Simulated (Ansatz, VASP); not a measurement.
## Two plane-wave programs on BP

The input INCAR:

```
PREC = Accurate ; ENCUT = 520
EDIFF = 1E-6 ; ISMEAR = 0
SIGMA = 0.05 ; LREAL = False
LASPH = True ; NELM = 80
ALGO = Normal ; ISIF = 2
LWAVE = False ; LCHARG = True
GGA = RP ; LELF = True
LVHAR = True ; NBANDS = 11
```

KPOINTS

```
regular mesh
0
Gamma
  8 8 8
```

The input POSCAR:

```
BP
1.0
    0.0000000000      2.3176554752      2.3176554752
    2.3176554752      0.0000000000      2.3176554752
    2.3176554752      2.3176554752      0.0000000000
B P
1 1
Direct
    0.0000000000      0.0000000000      0.0000000000
    0.7500000000      0.7500000000      0.7500000000
```

Input for Ansatz:

```yaml
crystal:
  lattice:
    - [0.0, 2.3176554752, 2.3176554752]
    - [2.3176554752, 0.0, 2.3176554752]
    - [2.3176554752, 2.3176554752, 0.0]
  atoms:
    - { symbol: B, position: [0.0, 0.0, 0.0] }
    - { symbol: P, position: [0.75, 0.75, 0.75] }
basis:
  ecutwfc: 420
  ecutrho_ratio: 4
kpoints:
  mp_grid: { grid: [8, 8, 8] }
hamiltonian:
  xc: rpbe
scf:
  occupations: { method: gaussian, width: 0.05 }
output:
  forces: true
  stress: true
  eigenvalues: true
```

Alike in both runs: task single point; functional RPBE; k mesh 8 × 8 × 8; occupations gaussian, width 0.05 eV; no spin polarisation.

|  | VASP | Ansatz |
| --- | --- | --- |
| version | VASP 6.6.1 | Ansatz 0.2.0 |
| potentials or method | VASP PAW PBE potentials, release 64 (B, P), cutoff 520 eV | scalar-relativistic, plane waves, PAW |
| valence electrons in the cell | 8 | 8 |

Ansatz gave:

```
gap on the k mesh at the Fermi level (eV) : 1.38
least direct gap on the mesh (eV)         : 3.32
pressure (GPa)                            : -5.6
```

Question: Estimate VASP's values.

Answer: gap on the k mesh at the Fermi level (eV): 1.37; least direct gap on the mesh (eV): 3.31; pressure (GPa): -6.0.

VASP's potentials were made for PBE, not for RPBE.
